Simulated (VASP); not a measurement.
Here is a VASP 6.6.1 calculation.

Contents of INCAR:

```
SYSTEM = GaAs
PREC     = Accurate       ! precision mode
ENCUT    = 520            ! plane-wave cutoff, eV
EDIFF    = 1E-7           ! SCF threshold, eV
ISMEAR   = -1             ! smearing method
SIGMA    = 0.05           ! smearing width, eV
LREAL    = .False.        ! projectors in reciprocal space
LASPH    = .True.         ! aspherical terms in the spheres
NELM     = 60             ! most SCF steps
ALGO     = Normal         ! electronic algorithm
ISIF     = 2              ! what is computed and relaxed
LWAVE    = .False.        ! write WAVECAR
LCHARG   = .False.        ! write CHGCAR
GGA      = RE             ! functional
IVDW     = 13             ! dispersion correction
NBANDS   = 16             ! bands
```

File KPOINTS:

```
regular mesh
0
Gamma
  8 8 8
  0 0 0
```

The input POSCAR:

```
GaAs
1.0
    0.0000000000      2.8822925071      2.8822925071
    2.8822925071      0.0000000000      2.8822925071
    2.8822925071      2.8822925071      0.0000000000
As Ga
1 1
Direct
    0.7500000000      0.7500000000      0.7500000000
    0.0000000000      0.0000000000      0.0000000000
```

Potentials or basis: VASP PAW PBE potentials, release 64 (As, Ga_d).

The run is started by

```console
$ cat potpaw_PBE.64/As/POTCAR potpaw_PBE.64/Ga_d/POTCAR > POTCAR
$ mpirun -np 1 vasp_std > vasp.out
```

Task: Predict the pressure.

Result: -4.0 GPa.

Task: What does it give for the dispersion energy per atom?

Result: -0.648 eV.

Caveat: the cell stands under tension; the PAW data sets were made with another functional, which shifts forces and pressure a little.
